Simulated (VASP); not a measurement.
**Sb: density of states with PBE**

Crystal: Sb.

```xyz
1
Lattice="3.1095 0.0000 0.0000 0.0000 3.1095 0.0000 0.0000 0.0000 3.1095" Properties=species:S:1:pos:R:3 pbc="T T T"
Sb    0.0000    0.0000    0.0000
```

```
Program                 : VASP 6.6.1
Task                    : density of states
Functional              : PBE
Potentials or basis     : VASP PAW PBE potentials, release 64 (Sb)
Cutoff                  : 520 eV
k mesh                  : 18 × 18 × 18
Occupations             : gaussian, width 0.1 eV
Spin                    : no spin polarisation
Dipole correction       : no
k mesh for the DOS      : 27 × 27 × 27
Occupations for the DOS : tetrahedron
Further INCAR settings  : ALGO = Normal; EDIFF = 1e-06; NBANDS = 8
```

```json
{
  "Valence electrons inside the program's atomic spheres": "Sb 2.37"
}
```

Levels at points of the mesh, in eV from the Fermi level:
| k point | band 1 | band 2 | band 3 | band 4 | band 5 | band 6 | band 7 |
| --- | --- | --- | --- | --- | --- | --- | --- |
| (0.00, 0.00, 0.00) | -12.32 | 3.25 | 3.25 | 3.25 | 6.92 | 6.92 | 8.22 |

Wall time 24 s on 1 thread of Intel(R) Xeon(R) 6975P-C (Granite Rapids) (shared host), peak memory 0.24 GiB.

Caveat: spin-orbit coupling is left out, which moves the levels of the heavy elements.
